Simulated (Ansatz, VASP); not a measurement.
## Sn in VASP and in Ansatz

```
Sn
1.0
     0.00000    3.32732    3.32732
     3.32732    0.00000    3.32732
     3.32732    3.32732    0.00000
Sn
2
Cartesian
  0.0000 0.0000 0.0000
  1.6637 1.6637 1.6637
```

Alike in both runs: task relaxation of cell and atoms; functional PBEsol; k mesh 12 × 12 × 12; occupations gaussian, width 0.1 eV; no spin polarisation.

|  | VASP | Ansatz |
| --- | --- | --- |
| version | VASP 6.6.1 | Ansatz 0.2.0 |
| potentials or method | VASP PAW PBE potentials, release 64 (Sn_d), cutoff 600 eV | scalar-relativistic, plane waves, PAW |
| valence electrons in the cell | 28 | 28 |

Ansatz gave:

- gap on the k mesh at the Fermi level, each at its own relaxed structure (eV): none
- relaxed volume (Å³/atom): 34.97
- relaxed cell length with the largest relative difference (Å): 4.625

Problem. Estimate VASP's values.

Solution. gap on the k mesh at the Fermi level, each at its own relaxed structure (eV): none; relaxed volume (Å³/atom): 34.95; relaxed cell length with the largest relative difference (Å): 4.624.

VASP's potentials were made for PBE, not for PBEsol. A gap of «none» marks a metal or a gap that the smearing closes.
